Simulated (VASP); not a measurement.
Write the native input for VASP 6.6.1 that does the following.

```yaml
Task: electric field gradients
Functional: PBEsol
Potentials_or_basis: VASP PAW PBE potentials, release 64 (Hf_pv, B)
Cutoff: 520 eV
k_mesh: 15 × 15 × 12
Occupations: fermi-dirac, width 0.03 eV
Spin: no spin polarisation
Dipole_correction: no
Further_INCAR_settings: ALGO = Normal; EDIFF = 1e-08; NBANDS = 15
```

The structure of HfB2 lies in POSCAR:

```
HfB2
1.0
    3.1400001005      0.0000000000      0.0000000000
   -1.5700000503      2.7193198549      0.0000000000
    0.0000000000      0.0000000000      3.4104000000
Hf B
1 2
Direct
    0.0000000000      0.0000000000      0.0000000000
    0.3333333333      0.6666666667      0.5000000000
    0.6666666667      0.3333333333      0.5000000000
```

This cell differs from its parent crystal: zz strain of -2 %.

One way to write it, as run:

INCAR

```
PREC = Accurate
ENCUT = 520
EDIFF = 1E-8
ISMEAR = -1
SIGMA = 0.03
LREAL = F
LASPH = T
NELM = 100
ALGO = Normal
ISIF = 2
LWAVE = F
LCHARG = F
GGA = PS
LEFG = T
NBANDS = 15
```

KPOINTS

```
regular mesh
0
Gamma
  15 15 12
```

Potentials or basis: VASP PAW PBE potentials, release 64 (Hf_pv, B).

Run with:

```console
$ cat potpaw_PBE.64/Hf_pv/POTCAR potpaw_PBE.64/B/POTCAR > POTCAR
$ mpirun -np 1 vasp_std > vasp.out
```

It gave:

```json
{"Pressure": "0.4 GPa", "Band gap on the k mesh": "zero (band 8 reaches 8.31 eV, above the bottom of band 9 at 7.45 eV)"}
```

Caveat: the cell differs from its parent crystal (zz strain of -2 %); without QUAD_EFG the Cq values of the log hold for a quadrupole moment of 1 mb, not for the nuclei; the PAW data sets were made with another functional, which shifts forces and pressure a little; spin-orbit coupling is left out, which moves the levels of the heavy elements.

Run time: 52 s on 1 thread of Intel Xeon 6975P-C (shared host), peak memory 0.21 GiB.
